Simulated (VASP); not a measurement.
Write the native input for VASP 6.6.1 that does the following.

```
Task                   : relaxation of shape and atoms at fixed volume
Functional             : PBE
Potentials or basis    : VASP PAW PBE potentials, release 64 (Co)
Cutoff                 : 600 eV
k mesh                 : 17 × 17 × 10
Occupations            : fermi-dirac, width 0.05 eV
Spin                   : no spin polarisation
Dipole correction      : no
Further INCAR settings : ALGO = Normal; EDIFF = 1e-06; IBRION = 2; EDIFFG = -0.005; NSW = 50; ISIF = 4
```

The structure of Co lies in POSCAR:

```
Co
1.0
    2.2596403703      0.0000000000      0.0000000000
   -1.1298201852      1.9569059641      0.0000000000
    0.0000000000      0.0000000000      3.6452249489
Co
2
Direct
    0.3333333333      0.6666666667      0.2500000000
    0.6666666667      0.3333333333      0.7500000000
```

The input as run:

INCAR

```
SYSTEM = Co
ALGO = Normal ; EDIFF = 1E-6
EDIFFG = -0.005 ; ENCUT = 600
GGA = PE ; IBRION = 2
ISIF = 4 ; ISMEAR = -1
LASPH = .True. ; LCHARG = .False.
LREAL = .False. ; LWAVE = .False.
NELM = 60 ; NSW = 50
PREC = Accurate ; SIGMA = 0.05
```

KPOINTS

```
k-points
0
Gamma
  17 17 10
  0 0 0
```

Potentials or basis: VASP PAW PBE potentials, release 64 (Co).

Command:

```sh
$ cat potpaw_PBE.64/Co/POTCAR > POTCAR
$ mpirun -np 1 vasp_std > vasp.out
```

Results of the run:

```json
{"Energy gained by relaxing": "0.1 meV/atom", "Ionic steps": "3", "Pressure after relaxing": "110.1 GPa", "Band gap on the k mesh": "zero (band 9 reaches 15.93 eV, above the bottom of band 10 at 13.74 eV)"}
```

Caveat: the run has no spin polarisation, though such a crystal can be magnetic.

It took 43 s on 1 thread of Intel(R) Xeon(R) 6975P-C (Granite Rapids), with other jobs on the host, peak memory 0.16 GiB.
